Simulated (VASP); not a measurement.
# LiH (F-43m) in VASP: notebook, part 2 of 2

VASP 6.6.1. The steps go on from the part before.

## Step 3: Single point, HSE06

This run uses another cell than the first one, of 9.86 Å³/atom.

Input file POSCAR:

```
LiH
1.0
    0.0000000000      2.1441752503      2.1441752503
    2.1441752503      0.0000000000      2.1441752503
    2.1441752503      2.1441752503      0.0000000000
Li H
1 1
Direct
    0.0000000000      0.0000000000      0.0000000000
    0.2500000000      0.2500000000      0.2500000000
```

Input file INCAR.step1:

```
SYSTEM = LiH
PREC = Accurate ; ENCUT = 520
EDIFF = 1E-5 ; ISMEAR = 0
SIGMA = 0.02 ; LREAL = .FALSE.
LASPH = .TRUE. ; NELM = 80
ALGO = Normal ; ISIF = 2
LWAVE = .TRUE. ; LCHARG = .FALSE.
NBANDS = 9 ; GGA = PE
```

Input file INCAR.step2:

```
SYSTEM = LiH
PREC = Accurate ; ENCUT = 520
EDIFF = 1E-6 ; ISMEAR = 0
SIGMA = 0.02 ; LREAL = .FALSE.
LASPH = .TRUE. ; NELM = 80
ALGO = Normal ; ISIF = 2
LWAVE = .FALSE. ; LCHARG = .FALSE.
GGA = PE ; LHFCALC = .TRUE.
HFSCREEN = 0.2079 ; PRECFOCK = Normal
NBANDS = 9 ; ISTART = 1
```

Input file KPOINTS:

```
regular mesh
0
G
  8 8 8
  0 0 0
```

Potentials or basis: VASP PAW PBE potentials, release 64 (Li_sv, H).

Run with:

```sh
$ cat potpaw_PBE.64/Li_sv/POTCAR potpaw_PBE.64/H/POTCAR > POTCAR
$ cp INCAR.step1 INCAR
$ mpirun -np 1 vasp_std > vasp.out
$ cp INCAR.step2 INCAR
$ mpirun -np 1 vasp_std > vasp.out
```

OUTCAR:

```text
SYSTEM = LiH
   PREC = Accurate
   ENCUT = 520
   EDIFF = 1E-6
   ISMEAR = 0
   LREAL = .FALSE.
   LASPH = .TRUE.
   NELM = 80
   ISIF = 2
   GGA = PE
   LHFCALC = .TRUE.
   HFSCREEN = 0.2079
   PRECFOCK = Normal
   ISTART = 1

 ion  position               nearest neighbor table
   1  0.000  0.000  0.000-
   2  0.250  0.250  0.250-

  LATTYP: Found a face centered cubic cell.
 ALAT       =     4.2883505006

  Lattice vectors:

 A1 = (   0.0000000000,   2.1441752503,   2.1441752503)
 A2 = (   2.1441752503,   0.0000000000,   2.1441752503)
 A3 = (   2.1441752503,   2.1441752503,   0.0000000000)

Analysis of symmetry for initial positions (statically):
=====================================================================
 Subroutine PRICEL returns:
 Original cell was already a primitive cell.

 Routine SETGRP: Setting up the symmetry group for a
 face centered cubic supercell.

 Subroutine GETGRP returns: Found 24 space group operations
 (whereof 24 operations were pure point group operations)
 out of a pool of 48 trial point group operations.

The static configuration has the point symmetry T_d .

Analysis of symmetry for dynamics (positions and initial velocities):
=====================================================================
 Subroutine PRICEL returns:
 Original cell was already a primitive cell.

 Routine SETGRP: Setting up the symmetry group for a
 face centered cubic supercell.

 Subroutine GETGRP returns: Found 24 space group operations
 (whereof 24 operations were pure point group operations)
 out of a pool of 48 trial point group operations.

The dynamic configuration has the point symmetry T_d .

 Subroutine INISYM returns: Found 24 space group operations
 (whereof 24 operations are pure point group operations),
 and found     1 'primitive' translations
[... 123 lines left out ...]
   ENCUT4O =  -1.0   cutoff for four orbital integrals eV
   NKREDX  =     1    reduce k-point grid by
   NKREDY  =     1    reduce k-point grid by
   NKREDZ  =     1    reduce k-point grid by
   AEXX    =    0.2500 exact exchange contribution
   HFSCREEN=    0.2079 screening length (either q_TF or 0.3 A-1)
   HFSCREENC=   0.2079 screening length for correlation (either q_TF or 0.3 A-1)
   ENCUTFOCK=  -1.0 apply spherical cutoff to Coloumb kernel
   IVDW    =     0    specifies the selected vdW correction
   LEPSILON=     F    determine dielectric tensor
   LRPA    =     F    only Hartree local field effects (RPA)
 non-spin polarized calculation
 Gauss-broadening in eV      SIGMA  =   0.02
  energy-cutoff  :      520.00
  volume of cell :       19.72
 maximum number of plane-waves:       544
  NGX = 18; NGY = 18; NGZ = 18

 number of electron       3.9999993 magnetization

 Free energy of the ion-electron system (eV)
  ---------------------------------------------------
  ext. energy  EPLUGINS =         0.00000000
  ---------------------------------------------------
  free energy    TOTEN  =        -6.68275899 eV

  energy without entropy =       -6.68275899  energy(sigma->0) =       -6.68275899

 E-fermi :  -2.3294     XC(G=0):  -6.4839

 val. band max:       -2.4192233356   @ k =  -0.2500   0.5000   0.2500
 cond. band min:       2.8279770827   @ k =   0.5000   0.0000   0.0000
 fundamental gap:      5.2472004183
 Fermi energy:        -2.3293854500

 k-point     1 :       0.0000    0.0000    0.0000
  band No.  band energies     occupation
      1     -48.6798      2.00000
      2      -6.5760      2.00000
      3      12.2492      0.00000
      4      16.4513      0.00000
      5      16.4513      0.00000
      6      16.4513      0.00000
      7      19.0024      0.00000
      8      19.0024      0.00000
      9      19.0024      0.00000
[... 265 lines left out ...]
 k-point    24 :      -0.3750    0.2500    0.1250
  band No.  band energies     occupation
      1     -48.6497      2.00000
      2      -3.0607      2.00000
      3       3.3887      0.00000
      4       9.5777      0.00000
      5      11.4994      0.00000
      6      15.7439      0.00000
      7      19.2869      0.00000
      8      22.5773      0.00000
      9      24.7677      0.00000

 [... further k-points ...]

------------------------ aborting loop because EDIFF is reached ----------------------------------------

  FORCE on cell =-STRESS in cart. coord.  units (eV):
  Direction    XX          YY          ZZ          XY          YZ          ZX
  --------------------------------------------------------------------------------------
  -------------------------------------------------------------------------------------
  Total       -0.0542633     -0.0542633     -0.0542633      0.0000000      0.0000000      0.0000000
  in kB       -4.4096682     -4.4096682     -4.4096682      0.0000000      0.0000000      0.0000000
  external PRESSURE =      -4.4096682 kB  Pullay stress =       0.0000000 kB

 VOLUME and BASIS-vectors are now :
 -----------------------------------------------------------------------------
  energy-cutoff  :      520.00
  volume of cell :       19.72
      direct lattice vectors                 reciprocal lattice vectors
     0.000000000  2.144175250  2.144175250    -0.233189894  0.233189894  0.233189894
     2.144175250  0.000000000  2.144175250     0.233189894 -0.233189894  0.233189894
     2.144175250  2.144175250  0.000000000     0.233189894  0.233189894 -0.233189894

 POSITION                                       TOTAL-FORCE (eV/Angst)
 -----------------------------------------------------------------------------------
      0.00000      0.00000      0.00000        -0.000000     -0.000000     -0.000000
      1.07209      1.07209      1.07209         0.000000      0.000000      0.000000
 -----------------------------------------------------------------------------------
    total drift:                                0.000001     -0.000000      0.000000

  FREE ENERGIE OF THE ION-ELECTRON SYSTEM (eV)
  ---------------------------------------------------
  free  energy   TOTEN  =        -6.6827589867 eV

  energy  without entropy=       -6.6827589867  energy(sigma->0) =       -6.68275899
```

OUTCAR.step1:

```text
SYSTEM = LiH
   PREC = Accurate
   ENCUT = 520
   EDIFF = 1E-5
   ISMEAR = 0
   LREAL = .FALSE.
   LASPH = .TRUE.
[... 509 lines left out ...]
      0.00000      0.00000      0.00000        -0.000000     -0.000000     -0.000000
      1.07209      1.07209      1.07209         0.000000      0.000000      0.000000
 -----------------------------------------------------------------------------------
    total drift:                               -0.000001     -0.000001     -0.000001

  FREE ENERGIE OF THE ION-ELECTRON SYSTEM (eV)
  ---------------------------------------------------
  free  energy   TOTEN  =        -6.0306534584 eV

  energy  without entropy=       -6.0306534584  energy(sigma->0) =       -6.03065346
```

OSZICAR.step1:

```text
N       E                     dE             d eps       ncg     rms          rms(c)
DAV:   1    -0.185552895180E+01   -0.18555E+01   -0.14005E+03   522   0.383E+02
DAV:   2    -0.628413027047E+01   -0.44286E+01   -0.43956E+01   720   0.521E+01
DAV:   3    -0.637277270825E+01   -0.88642E-01   -0.88592E-01   626   0.630E+00
DAV:   4    -0.637395570388E+01   -0.11830E-02   -0.11829E-02   707   0.575E-01
DAV:   5    -0.637396952651E+01   -0.13823E-04   -0.13822E-04   661   0.424E-02    0.331E+00
DAV:   6    -0.610157903075E+01    0.27239E+00   -0.26116E-01   551   0.143E+00    0.161E+00
DAV:   7    -0.602528983060E+01    0.76289E-01   -0.29352E-01   587   0.172E+00    0.290E-01
DAV:   8    -0.603068932862E+01   -0.53995E-02   -0.11538E-02   590   0.540E-01    0.519E-02
DAV:   9    -0.603065285881E+01    0.36470E-04   -0.23495E-04   675   0.703E-02    0.894E-03
DAV:  10    -0.603065345838E+01   -0.59957E-06   -0.11405E-05   622   0.226E-02
   1 F= -.60306535E+01 E0= -.60306535E+01  d E =-.271910-114
```

Run time: 9 min. Hardware: 1 thread of AMD EPYC 7R13, shared host; peak memory 0.22 GiB.

What came out:

| Property | Result |
| --- | --- |
| Free energy | -6.6828 eV |
| Band gap on the k mesh | 5.25 eV (least direct gap 6.42 eV) |

Caveat: the cutoff is under 1.25 times the usual one of these potentials, so pressure, stress and relaxed cells hold a basis-set (Pulay) error; the PAW data sets were made with another functional, which shifts forces and pressure a little. A k mesh can miss the band edges.
